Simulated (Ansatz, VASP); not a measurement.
## SiC in VASP and in Ansatz

```
Si C
1.0
     3.05842    0.00000    0.00000
    -1.52921    2.64867    0.00000
     0.00000    0.00000   10.01210
Si C
4 4
Direct
  0.66667 0.33333 0.93784
  0.33333 0.66667 0.43784
  0.00000 0.00000 0.68790
  0.00000 0.00000 0.18790
  0.66667 0.33333 0.74981
  0.33333 0.66667 0.24981
  0.00000 0.00000 0.50045
  0.00000 0.00000 0.00045
```

Alike in both runs: functional LDA; k mesh 10 × 10 × 3; no spin polarisation.

Ansatz relaxed the structure, and its values are those at the end. VASP's run is a single point on that final structure, the one shown.

```csv
,VASP,Ansatz
version,VASP 6.6.1,Ansatz 0.2.0
potentials or method,"VASP PAW LDA potentials, release 64 (Si, C)","scalar-relativistic, plane waves, PAW"
plane-wave cutoff (eV),520,420
occupations,"gaussian, width 0.01 eV",fixed
valence electrons in the cell,32,32
```

```csv
,VASP,Ansatz,Ansatz less VASP
gap on the k mesh at the Fermi level (eV),2.17,2.18,+0.010
least direct gap on the mesh (eV),3.30,3.31,+0.011
pressure (GPa),0.4,0.0,-0.41
```

LDA's correlation is that of Perdew and Zunger in VASP and of Perdew and Wang (1992) in Ansatz.
